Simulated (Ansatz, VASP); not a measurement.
Two plane-wave programs on HfO2

The input INCAR:

```
SYSTEM = HfO2
PREC     = Accurate       ! precision mode
ENCUT    = 600            ! plane-wave cutoff, eV
EDIFF    = 1E-6           ! SCF threshold, eV
ISMEAR   = 0              ! smearing method
SIGMA    = 0.01           ! smearing width, eV
LREAL    = .FALSE.        ! projectors in reciprocal space
LASPH    = .TRUE.         ! aspherical terms in the spheres
NELM     = 120            ! most SCF steps
ALGO     = Normal         ! electronic algorithm
ISIF     = 2              ! what is computed and relaxed
LWAVE    = .FALSE.        ! write WAVECAR
LCHARG   = .FALSE.        ! write CHGCAR
GGA      = PE             ! functional
NBANDS   = 31             ! bands
GGA_COMPAT= .FALSE.
```

Contents of KPOINTS:

```
Automatic mesh
0
G
  4 4 2
  0 0 0
```

Contents of POSCAR:

```
HfO2
1.0
    3.5580193300      0.0000000000      0.0000000000
    0.0000000000      3.5580193300      0.0000000000
    0.0000000000      0.0000000000      5.1718612100
Hf O
2 4
Direct
    0.5000000000      0.5000000000      0.5000000000
    1.0000000000      0.0000000000      1.0000000000
    1.0000000000      0.5000000000      0.6972078800
    0.5000000000      0.0000000000      0.3027921200
    0.5000000000      0.0000000000      0.8027921200
    1.0000000000      0.5000000000      1.1972078800
```

Input for Ansatz:

```yaml
crystal:
  lattice:
    a: 3.55801933
    b: 3.55801933
    c: 5.17186121
    alpha: 90.0
    beta: 90.0
    gamma: 90.0
  space_group: 137
  setting:
    hermann_mauguin: P42/nmc
    origin_choice: 1
  atoms:
    - { symbol: Hf, position: [0.5, 0.5, 0.5] }
    - { symbol: O, position: [0.0, 0.5, 0.69720788] }
basis:
  ecutwfc: 435.382179935808
kpoints:
  mp_grid:
    grid: [4, 4, 2]
scf:
  convergence:
    dr2_threshold: 1.0e-10
  occupations:
    method: fixed
output:
  eigenvalues: true
```

Alike in both runs: task single point; functional PBE; k mesh 4 × 4 × 2; no spin polarisation.

```csv
,VASP,Ansatz
version,VASP 6.6.1,Ansatz 0.2.0
potentials or method,"VASP PAW PBE potentials, release 64 (Hf_pv, O), cutoff 600 eV","plane waves, PAW"
occupations,"gaussian, width 0.01 eV",fixed
valence electrons in the cell,44,76
```

|  | VASP | Ansatz | Ansatz less VASP |
| --- | --- | --- | --- |
| gap on the k mesh at the Fermi level (eV) | 4.75 | 4.77 | +0.014 |

VASP's potentials hold 44 valence electrons a cell and Ansatz's 76, so a difference there can come from the potentials and not from the codes.

The k mesh is coarse, so the values compare programs but aren't converged. Neither program's run includes spin-orbit coupling.
